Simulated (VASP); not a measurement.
A run of VASP 6.6.1:

INCAR

```
PREC = Accurate ; ENCUT = 520
EDIFF = 1E-7 ; ISMEAR = 0
SIGMA = 0.15 ; LREAL = False
LASPH = True ; NELM = 60
ALGO = Normal ; ISIF = 2
LWAVE = False ; LCHARG = True
GGA = PE ; LELF = True
LVHAR = True ; NBANDS = 14
```

Contents of KPOINTS:

```
Automatic mesh
0
Gamma
  12 12 12
```

POSCAR

```
HfN
1.0
    0.0000000000      2.2738965622      2.2738965622
    2.2738965622      0.0000000000      2.2738965622
    2.2738965622      2.2738965622      0.0000000000
Hf N
1 1
Direct
   -0.0256432453      0.0311222825     -0.0148396636
    0.5256432453      0.4688777175      0.5148396636
```

Potentials or basis: VASP PAW PBE potentials, release 64 (Hf_pv, N).

The run is started by

```sh
$ cat potpaw_PBE.64/Hf_pv/POTCAR potpaw_PBE.64/N/POTCAR > POTCAR
$ mpirun -np 1 vasp_std > vasp.out
```

Hardware: 1 thread of Intel(R) Xeon(R) Platinum 8481C CPU @ 2.70GHz (Sapphire Rapids), with other jobs on the host.

How long does it take, and how much memory?

It took 70 s on 1 thread of Intel(R) Xeon(R) Platinum 8481C CPU @ 2.70GHz (Sapphire Rapids) (shared host), peak memory 0.39 GiB. Counts: scf iterations 13, k points 868.
